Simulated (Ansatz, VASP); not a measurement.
# One calculation of Au, two programs

```
Au
1.0
     0.00000    0.00000    4.85470
     4.33739    2.50419    0.00000
    -4.33739    2.50419    0.00000
Au
6
Direct
  0.25000 0.33333 0.33333
  0.25000 0.66667 0.00000
  0.25000 0.00000 0.66667
  0.75000 0.33333 0.00000
  0.75000 0.66667 0.66667
  0.75000 0.00000 0.33333
```

Alike in both runs: functional r2SCAN; k mesh 8 × 12 × 12; occupations gaussian, width 0.1 eV; no spin polarisation.

Ansatz relaxed the structure, and its values are those at the end. VASP's run is a single point on that final structure, the one shown.

```csv
,VASP,Ansatz
version,VASP 6.6.1,Ansatz 0.2.0
potentials or method,"VASP PAW PBE potentials, release 64 (Au), cutoff 520 eV","scalar-relativistic, plane waves, PAW"
valence electrons in the cell,66,114
```

|  | VASP | Ansatz | Ansatz less VASP |
| --- | --- | --- | --- |
| gap on the k mesh at the Fermi level (eV) | none | none | - |
| pressure (GPa) | 0.3 | 0.0 | -0.26 |

VASP's potentials were made for PBE, not for r2SCAN. A gap of «none» marks a metal or a gap that the smearing closes. With one functional, cell and mesh, what is left measures potentials, basis and numerics. VASP's potentials hold 66 valence electrons a cell and Ansatz's 114, so a difference there can come from the potentials and not from the codes.

Neither program's run includes spin-orbit coupling.
